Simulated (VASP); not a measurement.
# Au: relaxation of cell and atoms with RPBE+D3(BJ)

Crystal: Au.

```
Au
1.0
    -1.65727    1.65727    1.65727
     1.65727   -1.65727    1.65727
     1.65727    1.65727   -1.65727
Au
1
Direct
  0.00000 0.00000 0.00000
```

| Quantity | Value |
| --- | --- |
| Program | VASP 6.6.1 |
| Task | relaxation of cell and atoms |
| Functional | RPBE |
| Dispersion | D3(BJ) |
| Potentials or basis | VASP PAW PBE potentials, release 64 (Au) |
| Cutoff | 600 eV |
| k mesh | 11 × 11 × 11 |
| Occupations | fermi-dirac, width 0.05 eV |
| Spin | no spin polarisation |
| Dipole correction | no |
| Further INCAR settings | ALGO = Normal; EDIFF = 1e-06; IBRION = 2; EDIFFG = -0.01; NSW = 60; ISIF = 3 |

The relaxed volume is 14.95 Å³/atom. The relaxed cell is a = 2.688 Å, b = 2.688 Å, c = 2.688 Å, α = 109.47°, β = 109.47°, γ = 109.47°, the space group after relaxing (to 0.05 Å) is Im-3m (No. 229) and the energy gained by relaxing is 429.6 meV/atom. The ionic steps are 9. The pressure after relaxing is 0.0 GPa and the dispersion energy per atom is -4.100 eV.

The path:
| step | energy change (eV) | largest force (eV/Å) | pressure (GPa) | volume (Å³) |
| --- | --- | --- | --- | --- |
| 1 | 0.0000 | 0.0000 | -33.90 | 18.21 |
| 2 | 3.4299 | 0.0000 | 366.34 | 9.83 |
| 3 | -0.2701 | 0.0000 | -24.87 | 16.76 |
| 4 | -0.3780 | 0.0000 | -15.84 | 15.92 |
| 5 | -0.4277 | 0.0000 | 3.63 | 14.78 |
| 6 | -0.4296 | 0.0000 | -0.40 | 14.97 |
| 7 | -0.4295 | 0.0000 | 0.75 | 14.91 |
| 8 | -0.4290 | 0.0000 | -1.81 | 15.05 |
| 9 | -0.4296 | 0.0000 | 0.01 | 14.95 |

Final structure:
```
CELL_PARAMETERS angstrom
-1.55189 1.55189 1.55189
1.55189 -1.55189 1.55189
1.55189 1.55189 -1.55189
ATOMIC_POSITIONS crystal
Au 0.00000 0.00000 0.00000
```

Levels at points of the mesh, in eV from the Fermi level:
| k point | band 3 | band 4 | band 5 | band 6 | band 7 | band 8 | band 9 |
| --- | --- | --- | --- | --- | --- | --- | --- |
| (0.00, 0.00, 0.00) | -5.55 | -5.55 | -3.18 | -3.18 | 16.55 | 16.55 | 16.55 |

It took 32 s on 1 thread of Intel Xeon 6975P-C (shared host), peak memory 0.17 GiB.

Caveat: the volume moved by over 15 % at a fixed basis, so the end points are rough; the PAW data sets were made with another functional, which shifts forces and pressure a little; spin-orbit coupling is left out, which moves the levels of the heavy elements; pairwise dispersion overbinds metals, which lowers pressure and volume.
